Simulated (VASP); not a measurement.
Write the native input for VASP 6.6.1 that does the following.

| Quantity | Value |
| --- | --- |
| Task | relaxation of cell and atoms |
| Functional | PBE |
| Potentials or basis | VASP PAW PBE potentials, release 64 (Nb_sv) |
| Cutoff | 600 eV |
| k mesh | 19 × 19 × 19 |
| Occupations | fermi-dirac, width 0.1 eV |
| Spin | no spin polarisation |
| Target pressure | 15 GPa |
| Dipole correction | no |
| Further INCAR settings | ALGO = Normal; EDIFF = 1e-06; IBRION = 2; EDIFFG = -0.03; NSW = 80; ISIF = 3 |

The structure of Nb lies in POSCAR:

```
Nb
1.0
    0.0000000000      2.1150000000      2.1150000000
    2.1150000000      0.0000000000      2.1150000000
    2.1150000000      2.1150000000      0.0000000000
Nb
1
Direct
    0.0000000000      0.0000000000      0.0000000000
```

This isn't the form of Nb at room conditions, which is bcc.

One way to write it, as run:

INCAR

```
SYSTEM = Nb
  PREC = Accurate
  ENCUT = 600
  EDIFF = 1E-6
  ISMEAR = -1
  SIGMA = 0.1
  LREAL = .False.
  LASPH = .True.
  NELM = 80
  ALGO = Normal
  ISIF = 3
  LWAVE = .False.
  LCHARG = .False.
  GGA = PE
  IBRION = 2
  NSW = 80
  EDIFFG = -0.03
  PSTRESS = 150.0
```

KPOINTS

```
Automatic mesh
0
Gamma
  19 19 19
  0 0 0
```

Potentials or basis: VASP PAW PBE potentials, release 64 (Nb_sv).

Launch:

```console
$ cat potpaw_PBE.64/Nb_sv/POTCAR > POTCAR
$ mpirun -np 1 vasp_std > vasp.out
```

It gave:

```
Relaxed volume                                             : 17.33 Å³/atom
Relaxed cell                                               : a = 2.905 Å, b = 2.905 Å, c = 2.905 Å, α = 60.00°, β = 60.00°, γ = 60.00°
Space group after relaxing (to 0.1 Å)                      : Fm-3m (No. 225)
Energy change on relaxing (the run minimises the enthalpy) : +60.5 meV/atom
Ionic steps                                                : 4
Pressure after relaxing                                    : 14.8 GPa
Band gap on the k mesh                                     : zero (an odd number of electrons rules out a gap without spin polarisation)
```

Caveat: the cell is relaxed towards a set pressure, so the run minimises the enthalpy, not the energy.

Run time: 2.6 min on 1 thread of Intel Xeon 8259CL, with other jobs on the host, peak memory 0.19 GiB.
